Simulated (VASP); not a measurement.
# PbSe (rock salt type) (Fm-3m) in VASP: notebook

PbSe (rock salt type) is run at these levels: PBE; tasks: single point.

All numbers are computed with VASP 6.6.1; they aren't measurements. Logs are shortened: lines on timing, memory, paths and dates and some standing lists are left out, and cuts for length are marked.

## (1) The cell of the first run

Symmetry: Fm-3m, No. 225, cubic system. Conventional cell: a = 6.210 Å, b = 6.210 Å, c = 6.210 Å, α = 90.00°, β = 90.00°, γ = 90.00°. Pb (site symmetry m-3m) has 6 Se at 3.10 Å within 4.1 Å. Within 4.1 Å of Se (site symmetry m-3m) lie 6 Pb at 3.10 Å.

## (2) Single point, PBE, non-collinear spin, zero start, spin-orbit coupling

The input, INCAR:

```
SYSTEM = PbSe
PREC = Accurate ; ENCUT = 520
EDIFF = 1E-6 ; ISMEAR = -1
SIGMA = 0.02 ; LREAL = .FALSE.
LASPH = .TRUE. ; NELM = 150
ALGO = Normal ; ISIF = 2
LWAVE = .FALSE. ; LCHARG = .TRUE.
MAGMOM = 0 0 0 0 0 0 ; LORBIT = 11
LSORBIT = .TRUE. ; GGA_COMPAT = .FALSE.
LORBMOM = .TRUE. ; GGA = PE
LVHAR = .TRUE. ; NBANDS = 32
```

The input, KPOINTS:

```
Automatic mesh
0
G
  6 6 6
  0 0 0
```

The input, POSCAR:

```
PbSe
1.0
    0.0000000000      3.1050000000      3.1050000000
    3.1050000000      0.0000000000      3.1050000000
    3.1050000000      3.1050000000      0.0000000000
Pb Se
1 1
Direct
    0.0000000000      0.0000000000      0.0000000000
    0.5000000000      0.5000000000      0.5000000000
```

Potentials or basis: VASP PAW PBE potentials, release 64 (Pb_d, Se).

Started as:

```bash
> cat potpaw_PBE.64/Pb_d/POTCAR potpaw_PBE.64/Se/POTCAR > POTCAR
> mpirun -np 1 vasp_ncl > vasp.out
```

OUTCAR:

```text
SYSTEM = PbSe
   PREC = Accurate
   ENCUT = 520
   EDIFF = 1E-6
   ISMEAR = -1
   LREAL = .FALSE.
   LASPH = .TRUE.
   NELM = 150
   ISIF = 2
   LORBIT = 11
   LSORBIT = .TRUE.
   GGA = PE

 ion  position               nearest neighbor table
   1  0.000  0.000  0.000-   2 3.10   2 3.10   2 3.10   2 3.10   2 3.10   2 3.10
   2  0.500  0.500  0.500-   1 3.10   1 3.10   1 3.10   1 3.10   1 3.10   1 3.10

  LATTYP: Found a face centered cubic cell.
 ALAT       =     6.2100000000

  Lattice vectors:

 A1 = (   0.0000000000,   3.1050000000,   3.1050000000)
 A2 = (   3.1050000000,   0.0000000000,   3.1050000000)
 A3 = (   3.1050000000,   3.1050000000,   0.0000000000)

Analysis of symmetry for initial positions (statically):
=====================================================================
 Subroutine PRICEL returns:
 Original cell was already a primitive cell.

 Routine SETGRP: Setting up the symmetry group for a
 face centered cubic supercell.

 Subroutine GETGRP returns: Found 48 space group operations
 (whereof 48 operations were pure point group operations)
 out of a pool of 48 trial point group operations.

The static configuration has the point symmetry O_h .

Analysis of symmetry for dynamics (positions and initial velocities):
=====================================================================
 Subroutine PRICEL returns:
 Original cell was already a primitive cell.

 Routine SETGRP: Setting up the symmetry group for a
 face centered cubic supercell.

 Subroutine GETGRP returns: Found 48 space group operations
 (whereof 48 operations were pure point group operations)
 out of a pool of 48 trial point group operations.

The dynamic configuration has the point symmetry O_h .

Analysis of structural, dynamic, and magnetic symmetry:
=====================================================================
 Subroutine PRICEL returns:
 Original cell was already a primitive cell.

 Routine SETGRP: Setting up the symmetry group for a
 face centered cubic supercell.

 Subroutine GETGRP returns: Found 48 space group operations
 (whereof 48 operations were pure point group operations)
 out of a pool of 48 trial point group operations.

The overall configuration has the point symmetry O_h .

 Subroutine INISYM returns: Found 48 space group operations
 (whereof 48 operations are pure point group operations),
 and found     1 'primitive' translations
[... 725 lines left out ...]
      0.00000      0.00000      0.00000         0.000000      0.000000     -0.000000
      3.10500      3.10500      3.10500        -0.000000     -0.000000      0.000000
 -----------------------------------------------------------------------------------
    total drift:                               -0.000000      0.000000      0.000000

  FREE ENERGIE OF THE ION-ELECTRON SYSTEM (eV)
  ---------------------------------------------------
  free  energy   TOTEN  =        -8.6190621466 eV

  energy  without entropy=       -8.6181736570  energy(sigma->0) =       -8.61861790

 orbital moment (x)

 # of ion     p       d       tot
 ----------------------------------------
  1         0.000   0.000   0.000
  2         0.000   0.000   0.000
 ----------------------------------------
            0.000   0.000   0.000

 orbital moment (y)

 # of ion     p       d       tot
 ----------------------------------------
  1         0.000   0.000   0.000
  2         0.000  -0.000  -0.000
 ----------------------------------------
            0.000   0.000   0.000

 orbital moment (z)

 # of ion     p       d       tot
 ----------------------------------------
  1         0.000   0.000   0.000
  2         0.000   0.000   0.000
 ----------------------------------------
            0.000   0.000   0.000

 Spin-Orbit-Coupling matrix elements

 Ion:    1  E_soc:     -0.8345165
 l=   1
     0.0000000    -0.0721940    -0.0721940
    -0.0721940     0.0000000    -0.0721940
    -0.0721940    -0.0721940     0.0000000
 l=   2
     0.0000000    -0.0134217     0.0000000    -0.0134217    -0.0534704
    -0.0134217     0.0000000    -0.0401028    -0.0134217    -0.0133676
     0.0000000    -0.0401028     0.0000000    -0.0401028     0.0000000
    -0.0134217    -0.0134217    -0.0401028     0.0000000    -0.0133676
    -0.0534704    -0.0133676     0.0000000    -0.0133676     0.0000000
 l=   3
     0.0000000     0.0000000     0.0000000     0.0000000     0.0000000     0.0000000     0.0000000
     0.0000000     0.0000000     0.0000000     0.0000000     0.0000000     0.0000000     0.0000000
     0.0000000     0.0000000     0.0000000     0.0000000     0.0000000     0.0000000     0.0000000
     0.0000000     0.0000000     0.0000000     0.0000000     0.0000000     0.0000000     0.0000000
     0.0000000     0.0000000     0.0000000     0.0000000     0.0000000     0.0000000     0.0000000
     0.0000000     0.0000000     0.0000000     0.0000000     0.0000000     0.0000000     0.0000000
     0.0000000     0.0000000     0.0000000     0.0000000     0.0000000     0.0000000     0.0000000

 Ion:    2  E_soc:     -0.0479067
 l=   1
     0.0000000    -0.0079980    -0.0079980
    -0.0079980     0.0000000    -0.0079980
    -0.0079980    -0.0079980     0.0000000
 l=   2
     0.0000000    -0.0000017     0.0000000    -0.0000017     0.0000153
    -0.0000017     0.0000000     0.0000114    -0.0000017     0.0000038
     0.0000000     0.0000114     0.0000000     0.0000114     0.0000000
    -0.0000017    -0.0000017     0.0000114     0.0000000     0.0000038
     0.0000153     0.0000038     0.0000000     0.0000038     0.0000000
 l=   3
     0.0000000     0.0000000     0.0000000     0.0000000     0.0000000     0.0000000     0.0000000
     0.0000000     0.0000000     0.0000000     0.0000000     0.0000000     0.0000000     0.0000000
     0.0000000     0.0000000     0.0000000     0.0000000     0.0000000     0.0000000     0.0000000
     0.0000000     0.0000000     0.0000000     0.0000000     0.0000000     0.0000000     0.0000000
     0.0000000     0.0000000     0.0000000     0.0000000     0.0000000     0.0000000     0.0000000
     0.0000000     0.0000000     0.0000000     0.0000000     0.0000000     0.0000000     0.0000000
     0.0000000     0.0000000     0.0000000     0.0000000     0.0000000     0.0000000     0.0000000

 total charge

# of ion       s       p       d       tot
------------------------------------------
    1        1.467   0.538   9.838  11.844
    2        1.470   2.307   0.015   3.792
--------------------------------------------------
tot          2.936   2.846   9.854  15.636

 magnetization (x)

# of ion       s       p       d       tot
------------------------------------------
    1       -0.000   0.000   0.000  -0.000
    2       -0.000  -0.000   0.000  -0.000
--------------------------------------------------
tot         -0.000  -0.000   0.000  -0.000

 magnetization (y)

# of ion       s       p       d       tot
------------------------------------------
    1       -0.000   0.000   0.000  -0.000
    2       -0.000   0.000  -0.000  -0.000
--------------------------------------------------
tot         -0.000   0.000  -0.000  -0.000

 magnetization (z)

# of ion       s       p       d       tot
------------------------------------------
    1        0.000   0.000   0.000   0.000
    2       -0.000  -0.000  -0.000  -0.000
--------------------------------------------------
tot         -0.000  -0.000  -0.000  -0.000
```

OSZICAR:

```text
N       E                     dE             d eps       ncg     rms          rms(c)
DAV:   1     0.207111834060E+03    0.20711E+03   -0.89607E+03  1024   0.128E+03
DAV:   2     0.134731777523E+02   -0.19364E+03   -0.18494E+03  1064   0.364E+02
DAV:   3    -0.787659216952E+01   -0.21350E+02   -0.20816E+02  1320   0.138E+02
DAV:   4    -0.884675498371E+01   -0.97016E+00   -0.96838E+00  1240   0.305E+01
DAV:   5    -0.888677534150E+01   -0.40020E-01   -0.40019E-01  1512   0.653E+00    0.262E+00
DAV:   6    -0.861379439845E+01    0.27298E+00   -0.57881E-01  1440   0.619E+00    0.139E+00
DAV:   7    -0.861605665097E+01   -0.22623E-02   -0.12553E-01  1248   0.178E+00    0.897E-01
DAV:   8    -0.861922717884E+01   -0.31705E-02   -0.12445E-02  1336   0.123E+00    0.431E-01
DAV:   9    -0.861931300608E+01   -0.85827E-04   -0.13107E-03  1240   0.306E-01    0.189E-01
DAV:  10    -0.861899270638E+01    0.32030E-03   -0.16769E-03  1424   0.383E-01    0.452E-02
DAV:  11    -0.861906247330E+01   -0.69767E-04   -0.32258E-04  1232   0.123E-01    0.145E-02
DAV:  12    -0.861906158223E+01    0.89107E-06   -0.26699E-05  1304   0.372E-02    0.448E-03
DAV:  13    -0.861906214659E+01   -0.56436E-06   -0.40188E-06  1128   0.148E-02
   1 F= -.86190621E+01 E0= -.86186179E+01  d E =-.888490E-03  mag=    -0.0000    -0.0000     0.0000
```

stdout:

```text
POSCAR found type information on POSCAR PbSe
 POSCAR found :  2 types and       2 ions
 scaLAPACK will be used
 LDA part: xc-table for (Slater+PW92), standard interpolation
 POSCAR, INCAR and KPOINTS ok, starting setup
 FFT: planning ... GRIDC
 FFT: planning ... GRID_SOFT
 FFT: planning ... GRID
 WAVECAR not read
 entering main loop
```

It took 3.2 min on 1 thread of Intel Xeon 8259CL, shared host; peak memory 0.4 GiB.

Results:

- Free energy: -8.6191 eV
- Pressure: -0.1 GPa
- Net moment: 0.00 μB per cell
- Valence electrons inside the program's atomic spheres: Pb 11.84; Se 3.79

Moments on the atoms (μB; x, y, z):
```
Pb  0.00 0.00 0.00
Se  0.00 0.00 0.00
```

## (3) Single point, PBE, non-collinear spin, zero start, spin-orbit coupling

The input, INCAR:

```
  ALGO = Normal
  EDIFF = 1E-6
  ENCUT = 520
  GGA = PE
  GGA_COMPAT = False
  ISIF = 2
  ISMEAR = -1
  LASPH = True
  LCHARG = False
  LORBIT = 11
  LORBMOM = True
  LREAL = False
  LSORBIT = True
  LWAVE = False
  MAGMOM = 0 0 0 0 0 0
  NBANDS = 32
  NELM = 150
  PREC = Accurate
  SIGMA = 0.02
```

The input, KPOINTS:

```
k-points
0
Gamma
  6 6 6
```

POSCAR is that of step 2.

Potentials or basis: VASP PAW PBE potentials, release 64 (Pb_d, Se).

Started as:

```bash
> cat potpaw_PBE.64/Pb_d/POTCAR potpaw_PBE.64/Se/POTCAR > POTCAR
> mpirun -np 1 vasp_ncl > vasp.out
```

OUTCAR:

```text
EDIFF = 1E-6
   ENCUT = 520
   GGA = PE
   ISIF = 2
   ISMEAR = -1
   LASPH = True
   LORBIT = 11
   LREAL = False
   LSORBIT = True
   NELM = 150
   PREC = Accurate

 ion  position               nearest neighbor table
   1  0.000  0.000  0.000-   2 3.10   2 3.10   2 3.10   2 3.10   2 3.10   2 3.10
   2  0.500  0.500  0.500-   1 3.10   1 3.10   1 3.10   1 3.10   1 3.10   1 3.10

  LATTYP: Found a face centered cubic cell.
 ALAT       =     6.2100000000

  Lattice vectors:

 A1 = (   0.0000000000,   3.1050000000,   3.1050000000)
 A2 = (   3.1050000000,   0.0000000000,   3.1050000000)
 A3 = (   3.1050000000,   3.1050000000,   0.0000000000)

Analysis of symmetry for initial positions (statically):
=====================================================================
 Subroutine PRICEL returns:
 Original cell was already a primitive cell.

 Routine SETGRP: Setting up the symmetry group for a
 face centered cubic supercell.

 Subroutine GETGRP returns: Found 48 space group operations
 (whereof 48 operations were pure point group operations)
 out of a pool of 48 trial point group operations.

The static configuration has the point symmetry O_h .

Analysis of symmetry for dynamics (positions and initial velocities):
=====================================================================
 Subroutine PRICEL returns:
 Original cell was already a primitive cell.

 Routine SETGRP: Setting up the symmetry group for a
 face centered cubic supercell.

 Subroutine GETGRP returns: Found 48 space group operations
 (whereof 48 operations were pure point group operations)
 out of a pool of 48 trial point group operations.

The dynamic configuration has the point symmetry O_h .

Analysis of structural, dynamic, and magnetic symmetry:
=====================================================================
 Subroutine PRICEL returns:
 Original cell was already a primitive cell.

 Routine SETGRP: Setting up the symmetry group for a
 face centered cubic supercell.

 Subroutine GETGRP returns: Found 48 space group operations
 (whereof 48 operations were pure point group operations)
 out of a pool of 48 trial point group operations.

The overall configuration has the point symmetry O_h .

 Subroutine INISYM returns: Found 48 space group operations
 (whereof 48 operations are pure point group operations),
 and found     1 'primitive' translations

----------------------------------------------------------------------------------------

                                     Primitive cell

  volume of cell :      59.8708

  direct lattice vectors                    reciprocal lattice vectors
     0.000000000  3.105000000  3.105000000    -0.161030596  0.161030596  0.161030596
     3.105000000  0.000000000  3.105000000     0.161030596 -0.161030596  0.161030596
     3.105000000  3.105000000  0.000000000     0.161030596  0.161030596 -0.161030596

[... 693 lines left out ...]

  FORCE on cell =-STRESS in cart. coord.  units (eV):
  Direction    XX          YY          ZZ          XY          YZ          ZX
  --------------------------------------------------------------------------------------
  -------------------------------------------------------------------------------------
  Total       -0.0233199     -0.0233199     -0.0233199      0.0000000      0.0000000      0.0000000
  in kB       -0.6240552     -0.6240552     -0.6240552      0.0000000      0.0000000      0.0000000
  external PRESSURE =      -0.6240552 kB  Pullay stress =       0.0000000 kB

 VOLUME and BASIS-vectors are now :
 -----------------------------------------------------------------------------
  energy-cutoff  :      520.00
  volume of cell :       59.87
      direct lattice vectors                 reciprocal lattice vectors
     0.000000000  3.105000000  3.105000000    -0.161030596  0.161030596  0.161030596
     3.105000000  0.000000000  3.105000000     0.161030596 -0.161030596  0.161030596
     3.105000000  3.105000000  0.000000000     0.161030596  0.161030596 -0.161030596

 POSITION                                       TOTAL-FORCE (eV/Angst)
 -----------------------------------------------------------------------------------
      0.00000      0.00000      0.00000         0.000000      0.000000     -0.000000
      3.10500      3.10500      3.10500        -0.000000     -0.000000      0.000000
 -----------------------------------------------------------------------------------
    total drift:                               -0.000000      0.000000      0.000000

  FREE ENERGIE OF THE ION-ELECTRON SYSTEM (eV)
  ---------------------------------------------------
  free  energy   TOTEN  =        -8.6190621466 eV

  energy  without entropy=       -8.6181736570  energy(sigma->0) =       -8.61861790

 orbital moment (x)

 # of ion     p       d       tot
 ----------------------------------------
  1         0.000   0.000   0.000
  2         0.000   0.000   0.000
 ----------------------------------------
            0.000   0.000   0.000

 orbital moment (y)

 # of ion     p       d       tot
 ----------------------------------------
  1         0.000   0.000   0.000
  2         0.000  -0.000  -0.000
 ----------------------------------------
            0.000   0.000   0.000

 orbital moment (z)

 # of ion     p       d       tot
 ----------------------------------------
  1         0.000   0.000   0.000
  2         0.000   0.000   0.000
 ----------------------------------------
            0.000   0.000   0.000

 Spin-Orbit-Coupling matrix elements

 Ion:    1  E_soc:     -0.8345165
 l=   1
     0.0000000    -0.0721940    -0.0721940
    -0.0721940     0.0000000    -0.0721940
    -0.0721940    -0.0721940     0.0000000
 l=   2
     0.0000000    -0.0134217     0.0000000    -0.0134217    -0.0534704
    -0.0134217     0.0000000    -0.0401028    -0.0134217    -0.0133676
     0.0000000    -0.0401028     0.0000000    -0.0401028     0.0000000
    -0.0134217    -0.0134217    -0.0401028     0.0000000    -0.0133676
    -0.0534704    -0.0133676     0.0000000    -0.0133676     0.0000000
 l=   3
     0.0000000     0.0000000     0.0000000     0.0000000     0.0000000     0.0000000     0.0000000
     0.0000000     0.0000000     0.0000000     0.0000000     0.0000000     0.0000000     0.0000000
     0.0000000     0.0000000     0.0000000     0.0000000     0.0000000     0.0000000     0.0000000
     0.0000000     0.0000000     0.0000000     0.0000000     0.0000000     0.0000000     0.0000000
     0.0000000     0.0000000     0.0000000     0.0000000     0.0000000     0.0000000     0.0000000
     0.0000000     0.0000000     0.0000000     0.0000000     0.0000000     0.0000000     0.0000000
     0.0000000     0.0000000     0.0000000     0.0000000     0.0000000     0.0000000     0.0000000

 Ion:    2  E_soc:     -0.0479067
 l=   1
     0.0000000    -0.0079980    -0.0079980
    -0.0079980     0.0000000    -0.0079980
    -0.0079980    -0.0079980     0.0000000
 l=   2
     0.0000000    -0.0000017     0.0000000    -0.0000017     0.0000153
    -0.0000017     0.0000000     0.0000114    -0.0000017     0.0000038
     0.0000000     0.0000114     0.0000000     0.0000114     0.0000000
    -0.0000017    -0.0000017     0.0000114     0.0000000     0.0000038
     0.0000153     0.0000038     0.0000000     0.0000038     0.0000000
 l=   3
     0.0000000     0.0000000     0.0000000     0.0000000     0.0000000     0.0000000     0.0000000
     0.0000000     0.0000000     0.0000000     0.0000000     0.0000000     0.0000000     0.0000000
     0.0000000     0.0000000     0.0000000     0.0000000     0.0000000     0.0000000     0.0000000
     0.0000000     0.0000000     0.0000000     0.0000000     0.0000000     0.0000000     0.0000000
     0.0000000     0.0000000     0.0000000     0.0000000     0.0000000     0.0000000     0.0000000
     0.0000000     0.0000000     0.0000000     0.0000000     0.0000000     0.0000000     0.0000000
     0.0000000     0.0000000     0.0000000     0.0000000     0.0000000     0.0000000     0.0000000

 total charge

# of ion       s       p       d       tot
------------------------------------------
    1        1.467   0.538   9.838  11.844
    2        1.470   2.307   0.015   3.792
--------------------------------------------------
tot          2.936   2.846   9.854  15.636

 magnetization (x)

# of ion       s       p       d       tot
------------------------------------------
    1       -0.000   0.000   0.000  -0.000
    2       -0.000  -0.000   0.000  -0.000
--------------------------------------------------
tot         -0.000  -0.000   0.000  -0.000

 magnetization (y)

# of ion       s       p       d       tot
------------------------------------------
    1       -0.000   0.000   0.000  -0.000
    2       -0.000   0.000  -0.000  -0.000
--------------------------------------------------
tot         -0.000   0.000  -0.000  -0.000

 magnetization (z)

# of ion       s       p       d       tot
------------------------------------------
    1        0.000   0.000   0.000   0.000
    2       -0.000  -0.000  -0.000  -0.000
--------------------------------------------------
tot         -0.000  -0.000  -0.000  -0.000
```

stdout:

```text
POSCAR found type information on POSCAR PbSe
 POSCAR found :  2 types and       2 ions
 scaLAPACK will be used
 LDA part: xc-table for (Slater+PW92), standard interpolation
 POSCAR, INCAR and KPOINTS ok, starting setup
 FFT: planning ... GRIDC
 FFT: planning ... GRID_SOFT
 FFT: planning ... GRID
 WAVECAR not read
 entering main loop
```

It took 3.2 min on 1 thread of Intel Xeon 8259CL, shared host; peak memory 0.4 GiB.

Results:

* Free energy: -8.6191 eV
* Pressure: -0.1 GPa
* Net moment: 0.00 μB per cell
* Valence electrons inside the program's atomic spheres: Pb 11.84; Se 3.79

Moments on the atoms (μB; x, y, z):
```
Pb  0.00 0.00 0.00
Se  0.00 0.00 0.00
```
